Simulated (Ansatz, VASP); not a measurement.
# One calculation of Rh, two programs

Contents of POSCAR:

```
Rh
1.0
    0.0000000000      1.8851123679      1.8851123679
    1.8851123679      0.0000000000      1.8851123679
    1.8851123679      1.8851123679      0.0000000000
Rh
1
Direct
    0.0000000000      0.0000000000      0.0000000000
```

Contents of INCAR.step1:

```
SYSTEM = Rh
ALGO = Normal
EDIFF = 1E-5
ENCUT = 580
GGA = PE
GGA_COMPAT = .False.
ISMEAR = -1
LASPH = .True.
LCHARG = .False.
LREAL = .False.
LWAVE = .True.
NBANDS = 14
NELM = 120
PREC = Accurate
SIGMA = 0.05
```

Contents of INCAR.step2:

```
SYSTEM = Rh
ALGO = Normal
EDIFF = 1E-6
ENCUT = 580
GGA_COMPAT = .False.
ISIF = 2
ISMEAR = -1
ISTART = 1
LASPH = .True.
LCHARG = .True.
LELF = .True.
LMIXTAU = .True.
LREAL = .False.
LVHAR = .True.
LWAVE = .False.
METAGGA = R2SCAN
NBANDS = 14
NELM = 120
PREC = Accurate
SIGMA = 0.05
```

KPOINTS

```
k-points
0
Gamma
  12 12 12
  0 0 0
```

input.yaml

```yaml
crystal:
  lattice:
    - [0.0, 1.8851123679, 1.8851123679]
    - [1.8851123679, 0.0, 1.8851123679]
    - [1.8851123679, 1.8851123679, 0.0]
  atoms:
    - { symbol: Rh, position: [0.0, 0.0, 0.0] }
hamiltonian:
  xc: r2scan
  pseudopotentials: { kind: paw }
kpoints:
  mp_grid: { grid: [12, 12, 12] }
scf:
  occupations: { method: fermi_dirac, width: 0.05 }
output:
  forces: true
  stress: true
  eigenvalues: true
```

Alike in both runs: task single point; functional r2SCAN; k mesh 12 × 12 × 12; occupations fermi-dirac, width 0.05 eV; no spin polarisation.

|  | VASP | Ansatz |
| --- | --- | --- |
| version | VASP 6.6.1 | Ansatz 0.2.0 |
| potentials or method | VASP PAW PBE potentials, release 64 (Rh_sv_GW) | Ansatz PAW |
| plane-wave cutoff (eV) | 580 | 500 |
| valence electrons in the cell | 17 | 17 |

Ansatz gave:

* gap on the k mesh at the Fermi level (eV): none
* pressure (GPa): 6.9

**Question.** What did VASP give for the same quantities?

**Answer.** gap on the k mesh at the Fermi level (eV): none; pressure (GPa): 5.2.

VASP's potentials were made for PBE, not for r2SCAN. A gap of «none» marks a metal or a gap that the smearing closes. The functional is the same, so the differences come from potentials, cutoffs and numerics.
